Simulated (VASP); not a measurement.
# Ge (P6_3/mmc) in VASP: further runs, part 2 of 2

VASP 6.6.1. Earlier steps stand in the parts before.

### Step 3. Single point, r2SCAN (biaxial strain in the a-b plane: +1.5 %, then relaxed in part)

Input file POSCAR:

```
Ge
1.0
    4.0555834325      0.0000000000      0.0000000000
   -2.0277917162      3.5122382797      0.0000000000
    0.0000000000      0.0000000000      6.5787199653
Ge
4
Direct
    0.6666666667      0.3333333333      0.0618774113
    0.3333333333      0.6666666667      0.5618774113
    0.6666666667      0.3333333333      0.4381225887
    0.3333333333      0.6666666667      0.9381225887
```

Input file INCAR.step1:

```
PREC = Accurate
ENCUT = 520
ISMEAR = 0
SIGMA = 0.01
LREAL = F
LASPH = T
NELM = 80
NBANDS = 36
GGA = PE
ALGO = Normal
EDIFF = 1E-4
LWAVE = T
LCHARG = F
```

Input file INCAR.step2:

```
PREC = Accurate
ENCUT = 520
EDIFF = 1E-6
ISMEAR = 0
SIGMA = 0.01
LREAL = F
LASPH = T
NELM = 80
ALGO = Normal
ISIF = 2
LWAVE = F
LCHARG = T
METAGGA = R2SCAN
LMIXTAU = T
LELF = T
LVHAR = T
NBANDS = 36
ISTART = 1
```

Input file KPOINTS:

```
regular mesh
0
Gamma
  12 12 6
```

Potentials or basis: VASP PAW PBE potentials, release 64 (Ge_d).

On the command line:

```
$ cat potpaw_PBE.64/Ge_d/POTCAR > POTCAR
$ cp INCAR.step1 INCAR
$ mpirun -np 1 vasp_std > vasp.out
$ cp INCAR.step2 INCAR
$ mpirun -np 1 vasp_std > vasp.out
```

Wall time 6 min (1 thread of Intel Xeon 6975P-C (Granite Rapids), shared host); peak memory 0.32 GiB.

It converged, with:

- Free energy: -55.3978 eV
- Pressure: -1.7 GPa
- Largest force: 0.006 eV/Å
- Band gap on the k mesh: zero (bands 28 and 29 overlap by 0.08 eV)

Forces in eV/Å, atoms in the order of the input:
```
Ge   0.000  0.000  0.006
Ge   0.000  0.000  0.006
Ge   0.000  0.000 -0.006
Ge   0.000  0.000 -0.006
```

Stress tensor (GPa, compression positive):
```
-2.52  0.00  0.00
 0.00 -2.52  0.00
 0.00  0.00  0.05
```

Levels at points of the mesh, in eV from the Fermi level:
```tsv
k point	band 24	band 25	band 26	band 27	band 28	band 29	band 30	band 31	band 32	band 33
(0.00, 0.00, 0.00)	-1.61	-1.61	-0.09	-0.08	0.08	0.08	0.16	2.34	2.34	3.02
(0.50, 0.00, 0.00)	-6.86	-4.61	-3.19	-2.79	-1.48	0.67	1.90	3.93	3.93	4.71
(0.00, 0.00, 0.50)	-4.81	-0.95	-0.95	-0.95	-0.95	0.72	0.72	3.51	3.51	3.51
(0.50, 0.00, 0.50)	-8.04	-2.51	-2.51	-2.50	-2.50	0.75	0.75	2.43	2.43	6.45
```

Caveat: the cell differs from its parent crystal (biaxial strain in the a-b plane: +1.5 %, then relaxed in part); semilocal functionals underestimate gaps, and a narrow one can read as zero; the PAW data sets were made with another functional, which shifts forces and pressure a little.

### Step 4. Single point, r2SCAN (biaxial strain in the a-b plane: +4.5 %)

Input file POSCAR:

```
Ge
1.0
    4.1754528935      0.0000000000      0.0000000000
   -2.0877264468      3.6160482781      0.0000000000
    0.0000000000      0.0000000000      6.4244377612
Ge
4
Direct
    0.6666666667      0.3333333333      0.0608460198
    0.3333333333      0.6666666667      0.5608460198
    0.6666666667      0.3333333333      0.4391539802
    0.3333333333      0.6666666667      0.9391539802
```

Input file INCAR.step1:

```
PREC = Accurate
ENCUT = 520
ISMEAR = 0
SIGMA = 0.01
LREAL = False
LASPH = True
NELM = 80
NBANDS = 36
GGA = PE
ALGO = Normal
EDIFF = 1E-4
LWAVE = True
LCHARG = False
```

Input file INCAR.step2:

```
PREC = Accurate
ENCUT = 520
EDIFF = 1E-7
ISMEAR = 0
SIGMA = 0.01
LREAL = False
LASPH = True
NELM = 80
ALGO = Normal
ISIF = 2
LWAVE = False
LCHARG = True
METAGGA = R2SCAN
LMIXTAU = True
LELF = True
LVHAR = True
NBANDS = 36
ISTART = 1
```

Input file KPOINTS:

```
Automatic mesh
0
Gamma
  12 12 6
```

On the command line:

```
$ cat potpaw_PBE.64/Ge_d/POTCAR > POTCAR
$ cp INCAR.step1 INCAR
$ mpirun -np 1 vasp_std > vasp.out
$ cp INCAR.step2 INCAR
$ mpirun -np 1 vasp_std > vasp.out
```

Run time: 15 min. Hardware: 1 thread of Intel Xeon 8259CL, shared host; peak memory 0.34 GiB.

Results (log left out):

```yaml
Free_energy: -55.2109 eV
Pressure: -3.2 GPa
Largest_force: 0.318 eV/Å
Band_gap_on_the_k_mesh: zero (bands 28 and 29 overlap by 0.19 eV)
```

Forces in eV/Å, atoms in the order of the input:
```
Ge   0.000  0.000 -0.318
Ge   0.000  0.000 -0.318
Ge   0.000  0.000  0.318
Ge   0.000  0.000  0.318
```

Stress tensor (GPa, compression positive):
```
-6.75  0.00  0.00
 0.00 -6.75  0.00
 0.00  0.00  3.94
```

Levels at points of the mesh, in eV from the Fermi level:
```tsv
k point	band 24	band 25	band 26	band 27	band 28	band 29	band 30	band 31	band 32	band 33
(0.00, 0.00, 0.00)	-1.76	-1.76	-0.64	-0.13	0.00	0.14	0.14	2.13	2.13	3.68
(0.50, 0.00, 0.00)	-6.53	-4.43	-3.19	-2.68	-1.27	0.49	1.98	3.81	4.10	5.38
(0.00, 0.00, 0.50)	-4.59	-1.04	-1.04	-1.04	-1.04	0.35	0.35	3.39	3.39	3.39
(0.50, 0.00, 0.50)	-7.82	-2.43	-2.43	-2.19	-2.19	0.80	0.80	2.67	2.67	6.46
```

Caveat: the cell differs from its parent crystal (biaxial strain in the a-b plane: +4.5 %); the stress differs along the axes, from -7 to 4 GPa; semilocal functionals underestimate gaps, and a narrow one can read as zero; the PAW data sets were made with another functional, which shifts forces and pressure a little.

### Step 5. Single point, r2SCAN (biaxial strain in the a-b plane: +4.5 %, then relaxed in part)

Input file POSCAR:

```
Ge
1.0
    4.1754528935      0.0000000000      0.0000000000
   -2.0877264468      3.6160482781      0.0000000000
    0.0000000000      0.0000000000      6.5412221819
Ge
4
Direct
    0.6666666667      0.3333333333      0.0599604650
    0.3333333333      0.6666666667      0.5599604650
    0.6666666667      0.3333333333      0.4400395350
    0.3333333333      0.6666666667      0.9400395350
```

Input file INCAR.step1:

```
ALGO = Normal
EDIFF = 1E-4
ENCUT = 520
GGA = PE
ISMEAR = 0
LASPH = T
LCHARG = F
LREAL = F
LWAVE = T
NBANDS = 36
NELM = 60
PREC = Accurate
SIGMA = 0.01
```

Input file INCAR.step2:

```
ALGO = Normal
EDIFF = 1E-7
ENCUT = 520
ISIF = 2
ISMEAR = 0
ISTART = 1
LASPH = T
LCHARG = F
LMIXTAU = T
LREAL = F
LWAVE = F
METAGGA = R2SCAN
NBANDS = 36
NELM = 60
PREC = Accurate
SIGMA = 0.01
```

Input file KPOINTS:

```
k-points
0
Gamma
  12 12 6
```

On the command line:

```
$ cat potpaw_PBE.64/Ge_d/POTCAR > POTCAR
$ cp INCAR.step1 INCAR
$ mpirun -np 1 vasp_std > vasp.out
$ cp INCAR.step2 INCAR
$ mpirun -np 1 vasp_std > vasp.out
```

Run time: 12 min. Hardware: 1 thread of Intel Xeon 8259CL, shared host; peak memory 0.35 GiB.

The run converged. Its results:

* Free energy: -55.2364 eV
* Pressure: -4.4 GPa
* Band gap on the k mesh: zero (bands 28 and 29 overlap by 0.22 eV)

Forces on the atoms (eV/Å):
```
Ge   0.000  0.000 -0.002
Ge   0.000  0.000 -0.002
Ge   0.000  0.000  0.002
Ge   0.000  0.000  0.002
```

Stress tensor (GPa, compression positive):
```
-6.57  0.00  0.00
 0.00 -6.57  0.00
 0.00  0.00  0.01
```

Levels at points of the mesh, in eV from the Fermi level:
```
           k point  band 26  band 27  band 28  band 29  band 30  band 31
(0.00, 0.00, 0.00)    -0.50    -0.24     0.13     0.14     0.14     2.30
(0.50, 0.00, 0.00)    -3.03    -2.50    -1.27     0.63     1.92     3.97
(0.00, 0.00, 0.50)    -0.92    -0.92    -0.92     0.41     0.41     3.47
(0.50, 0.00, 0.50)    -2.32    -2.13    -2.13     0.84     0.84     2.62
```

Caveat: the cell differs from its parent crystal (biaxial strain in the a-b plane: +4.5 %, then relaxed in part); the stress differs along the axes, from -7 to 0 GPa; semilocal functionals underestimate gaps, and a narrow one can read as zero; the PAW data sets were made with another functional, which shifts forces and pressure a little.

### Step 6. Single point, r2SCAN (strain along c alone, the other axes held: +4.5 %, then relaxed in part)

Input file POSCAR:

```
Ge
1.0
    3.9956487028      0.0000000000      0.0000000000
   -1.9978243514      3.4603332812      0.0000000000
    0.0000000000      0.0000000000      6.8998329742
Ge
4
Direct
    0.6666666667      0.3333333333      0.0648858505
    0.3333333333      0.6666666667      0.5648858505
    0.6666666667      0.3333333333      0.4351141495
    0.3333333333      0.6666666667      0.9351141495
```

Input file INCAR.step1:

```
PREC = Accurate
ENCUT = 520
ISMEAR = 0
SIGMA = 0.01
LREAL = F
LASPH = T
NELM = 80
NBANDS = 36
GGA = PE
ALGO = Normal
EDIFF = 1E-4
LWAVE = T
LCHARG = F
```

Input file INCAR.step2:

```
PREC = Accurate
ENCUT = 520
EDIFF = 1E-7
ISMEAR = 0
SIGMA = 0.01
LREAL = F
LASPH = T
NELM = 80
ALGO = Normal
ISIF = 2
LWAVE = F
LCHARG = F
METAGGA = R2SCAN
LMIXTAU = T
NBANDS = 36
ISTART = 1
```

Input file KPOINTS:

```
regular mesh
0
Gamma
  12 12 6
```

Potentials or basis: VASP PAW PBE potentials, release 64 (Ge_d).

On the command line:

```
$ cat potpaw_PBE.64/Ge_d/POTCAR > POTCAR
$ cp INCAR.step1 INCAR
$ mpirun -np 1 vasp_std > vasp.out
$ cp INCAR.step2 INCAR
$ mpirun -np 1 vasp_std > vasp.out
```

Run time: 17 min. Hardware: 1 thread of Intel Xeon 6975P-C (Granite Rapids), shared host; peak memory 0.34 GiB.

Results (log left out):

| Quantity | Value |
| --- | --- |
| Free energy | -55.3303 eV |
| Pressure | -2.7 GPa |
| Largest force | 0.005 eV/Å |
| Band gap on the k mesh | zero (filled and empty bands touch) |

Forces on the atoms (eV/Å):
```
Ge   0.000  0.000 -0.005
Ge   0.000  0.000 -0.005
Ge   0.000  0.000  0.005
Ge   0.000  0.000  0.005
```

Stress tensor (GPa, compression positive):
```
-0.64  0.00  0.00
 0.00 -0.64  0.00
 0.00  0.00 -6.76
```

Levels at points of the mesh, in eV from the Fermi level:
```
           k point  band 25  band 26  band 27  band 28  band 29  band 30  band 31  band 32
(0.00, 0.00, 0.00)    -1.42    -0.55    -0.46     0.00     0.00     0.39     2.44     2.44
(0.50, 0.00, 0.00)    -4.70    -3.08    -2.93    -1.65     0.84     1.44     3.42     3.82
(0.00, 0.00, 0.50)    -0.86    -0.86    -0.85    -0.85     1.02     1.02     3.49     3.49
(0.50, 0.00, 0.50)    -2.90    -2.90    -2.49    -2.49     0.42     0.42     2.22     2.22
```

Caveat: the cell differs from its parent crystal (strain along c alone, the other axes held: +4.5 %, then relaxed in part); the stress differs along the axes, from -7 to -1 GPa; semilocal functionals underestimate gaps, and a narrow one can read as zero; the PAW data sets were made with another functional, which shifts forces and pressure a little.

### Step 7. Overview

```csv
cell,gap on the mesh (eV),pressure (GPa),largest force (eV/Å)
"a = 4.056, b = 4.056, c = 6.543 Å, angles 90.0, 90.0, 120.0°, 4 atoms, atomic positions A",none,-1.3,0.22
"a = 4.056, b = 4.056, c = 6.579 Å, angles 90.0, 90.0, 120.0°, 4 atoms, atomic positions B",none,-1.7,0.01
"a = 4.175, b = 4.175, c = 6.424 Å, angles 90.0, 90.0, 120.0°, 4 atoms, atomic positions C",none,-3.2,0.32
"a = 4.175, b = 4.175, c = 6.541 Å, angles 90.0, 90.0, 120.0°, 4 atoms, atomic positions D",none,-4.4,-
"a = 3.996, b = 3.996, c = 6.900 Å, angles 90.0, 90.0, 120.0°, 4 atoms, atomic positions E",none,-2.7,-
```

Alike in all rows: task single point; level r2SCAN; potentials or basis VASP PAW PBE potentials, release 64 (Ge_d); no spin polarisation; k mesh 12 × 12 × 6; cutoff (eV) 520; smearing gaussian 0.01 eV.

Caveats: semilocal functionals underestimate gaps, and a narrow one can read as zero; the PAW data sets were made with another functional, which shifts forces and pressure a little; the stress differs along the axes, from -7 to 4 GPa (at least some runs); the stress differs along the axes, from -7 to 0 GPa (at least some runs); the stress differs along the axes, from -7 to -1 GPa (at least some runs).

Total energies depend on the potentials used, so only differences within one code and one set of settings carry meaning.
